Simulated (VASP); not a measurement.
A run of VASP 6.6.1 is set up as follows.

INCAR

```
ALGO = Normal
EDIFF = 1E-6
ENCUT = 520
GGA = PE
ISIF = 2
ISMEAR = 0
LASPH = True
LCHARG = False
LREAL = False
LWAVE = False
NBANDS = 36
NELM = 80
PREC = Accurate
SIGMA = 0.1
```

KPOINTS

```
k-points
0
Gamma
  6 6 8
```

File POSCAR:

```
LiCl2
1.0
    7.1332704082      0.0000000000      0.0000000000
   -3.5666352041      6.1775933856      0.0000000000
    0.0000000000      0.0000000000      4.5607791707
Li Cl
3 6
Direct
    0.5000000000      0.0000000000      0.0000000000
    0.5000000000      0.5000000000      0.6666666667
    0.0000000000      0.5000000000      0.3333333333
    0.1883205206      0.3766410413      0.0000000000
    0.8116794794      0.1883205206      0.6666666667
    0.6233589587      0.8116794794      0.3333333333
    0.8116794794      0.6233589587      0.0000000000
    0.1883205206      0.8116794794      0.6666666667
    0.3766410413      0.1883205206      0.3333333333
```

Potentials or basis: VASP PAW PBE potentials, release 64 (Li_sv, Cl).

Run with:

```sh
$ cat potpaw_PBE.64/Li_sv/POTCAR potpaw_PBE.64/Cl/POTCAR > POTCAR
$ mpirun -np 1 vasp_std > vasp.out
```

What does it give for the band gap on the k mesh?

Zero (an odd number of electrons rules out a gap without spin polarisation).

What does it give for the largest force?

0.011 eV/Å.

Forces in eV/Å, atoms in the order of the input:
```
Li   0.000  0.000  0.000
Li   0.000  0.000  0.000
Li   0.000  0.000  0.000
Cl   0.000 -0.011  0.000
Cl   0.009 -0.005  0.000
Cl   0.009  0.005  0.000
Cl   0.000  0.011  0.000
Cl  -0.009  0.005  0.000
Cl  -0.009 -0.005  0.000
```

Caveat: an odd number of electrons without spin polarisation forces a metal; a magnetic or distorted state may lie lower.
